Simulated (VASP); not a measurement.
Set up this calculation in VASP 6.6.1, as the native input.

```yaml
Task: single point
Functional: LDA
Potentials_or_basis: VASP PAW LDA potentials, release 64 (B)
Cutoff: 520 eV
k_mesh: 12 × 7 × 5
Occupations: gaussian, width 0.1 eV
Spin: no spin polarisation
Dipole_correction: no
Further_INCAR_settings: ALGO = Normal; EDIFF = 1e-07; NBANDS = 10
```

The structure of B lies in POSCAR:

```
B
1.0
    1.6245600000      0.0000000000      0.0000000000
    0.0000000000      2.8661500000      0.0000000000
    0.0000000000      0.0000000000      3.9144000000
B
2
Direct
   -0.0000200000      0.5120920000      0.6158960000
    0.5140320000      0.0054650000      0.3975270000
```

One way to write it, as run:

INCAR

```
PREC = Accurate ; ENCUT = 520
EDIFF = 1E-7 ; ISMEAR = 0
SIGMA = 0.1 ; LREAL = False
LASPH = True ; NELM = 60
ALGO = Normal ; ISIF = 2
LWAVE = False ; LCHARG = False
GGA = CA ; NBANDS = 10
```

KPOINTS

```
Automatic mesh
0
Gamma
  12 7 5
```

Potentials or basis: VASP PAW LDA potentials, release 64 (B).

Run with:

```bash
$ cat potpaw_LDA.64/B/POTCAR > POTCAR
$ mpirun -np 1 vasp_std > vasp.out
```

It gave:

```json
{"Pressure": "-6.5 GPa", "Largest force": "0.386 eV/Å", "Band gap on the k mesh": "zero (band 3 reaches 10.91 eV, above the bottom of band 4 at 1.04 eV)"}
```

Run time: 30 s on 1 thread of AMD EPYC 7R13 (shared host), peak memory 0.11 GiB.
